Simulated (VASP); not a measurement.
A run of VASP 6.6.1:

Contents of INCAR:

```
SYSTEM = HfO2
  ALGO = Normal
  EDIFF = 1E-6
  ENCUT = 520
  GGA = PE
  ISIF = 2
  ISMEAR = -1
  LASPH = .True.
  LCHARG = .False.
  LDAU = .True.
  LDAUJ = 0 0
  LDAUL = 2 -1
  LDAUPRINT = 1
  LDAUTYPE = 2
  LDAUU = 8 0
  LMAXMIX = 4
  LREAL = .False.
  LWAVE = .False.
  NBANDS = 56
  NELM = 150
  PREC = Accurate
  SIGMA = 0.05
```

Contents of KPOINTS:

```
k-points
0
Gamma
  4 6 3
  0 0 0
```

The input POSCAR:

```
HfO2
1.0
    5.6306689432      0.0000000000      0.0000000000
    0.0000000000      3.4762454366      0.0000000000
    0.0000000000      0.0000000000      6.7751798362
Hf O
4 8
Direct
    0.7576245177      0.7500000000      0.5923657077
    0.2423754823      0.2500000000      0.4076342923
    0.2576245177      0.7500000000      0.9076342923
    0.7423754823      0.2500000000      0.0923657077
    0.6359414417      0.2500000000      0.4125758298
    0.3640585583      0.7500000000      0.5874241702
    0.1359414417      0.2500000000      0.0874241702
    0.8640585583      0.7500000000      0.9125758298
    0.5015338317      0.2500000000      0.8503017028
    0.4984661683      0.7500000000      0.1496982972
    0.0015338317      0.2500000000      0.6496982972
    0.9984661683      0.7500000000      0.3503017028
```

Potentials or basis: VASP PAW PBE potentials, release 64 (Hf_pv, O).

Run with:

```console
$ cat potpaw_PBE.64/Hf_pv/POTCAR potpaw_PBE.64/O/POTCAR > POTCAR
$ mpirun -np 1 vasp_std > vasp.out
```

Hardware: 1 thread of AMD EPYC 7R13 (shared host).

Estimate the wall time of this run.

Run time: 5.3 min on 1 thread of AMD EPYC 7R13, on a shared host, peak memory 0.27 GiB. Counts: scf iterations 14, k points 24.
